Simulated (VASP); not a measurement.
Write the native input for VASP 6.6.1 that does the following.

| Quantity | Value |
| --- | --- |
| Task | single point |
| Functional | RPBE |
| Potentials or basis | VASP PAW PBE potentials, release 64 (K_sv) |
| Cutoff | 520 eV |
| k mesh | 4 × 4 × 4 |
| Occupations | fermi-dirac, width 0.1 eV |
| Spin | no spin polarisation |
| Dipole correction | no |
| Further INCAR settings | ALGO = Normal; EDIFF = 1e-06; NBANDS = 46 |

The structure of K lies in POSCAR:

```
K
1.0
    8.6746770610      0.0000000000      0.0000000000
    0.0000000000      8.6746770610      0.0000000000
    0.0000000000      0.0000000000      8.6746770610
K
8
Direct
    0.0000000000      1.0000000000      1.0000000000
    0.5000000000      0.5000000000      0.5000000000
    0.2500000000      0.0000000000      0.5000000000
    0.7500000000      0.0000000000      0.5000000000
    0.5000000000      0.2500000000      0.0000000000
    0.5000000000      0.7500000000      0.0000000000
    1.0000000000      0.5000000000      0.2500000000
    1.0000000000      0.5000000000      0.7500000000
```

These files were run (other wordings do the same):

INCAR

```
  PREC = Accurate
  ENCUT = 520
  EDIFF = 1E-6
  ISMEAR = -1
  SIGMA = 0.1
  LREAL = F
  LASPH = T
  NELM = 100
  ALGO = Normal
  ISIF = 2
  LWAVE = F
  LCHARG = F
  GGA = RP
  NBANDS = 46
```

KPOINTS

```
regular mesh
0
Gamma
  4 4 4
```

Potentials or basis: VASP PAW PBE potentials, release 64 (K_sv).

Command:

```console
$ cat potpaw_PBE.64/K_sv/POTCAR > POTCAR
$ mpirun -np 1 vasp_std > vasp.out
```

Results of the run:

```json
{"Pressure": "0.0 GPa", "Band gap on the k mesh": "zero (bands 36 and 37 overlap by 0.89 eV)"}
```

Caveat: the PAW data sets were made with another functional, which shifts forces and pressure a little.

Run time: 7.3 min on 1 thread of Intel Xeon 8259CL, with other jobs on the host, peak memory 0.79 GiB.
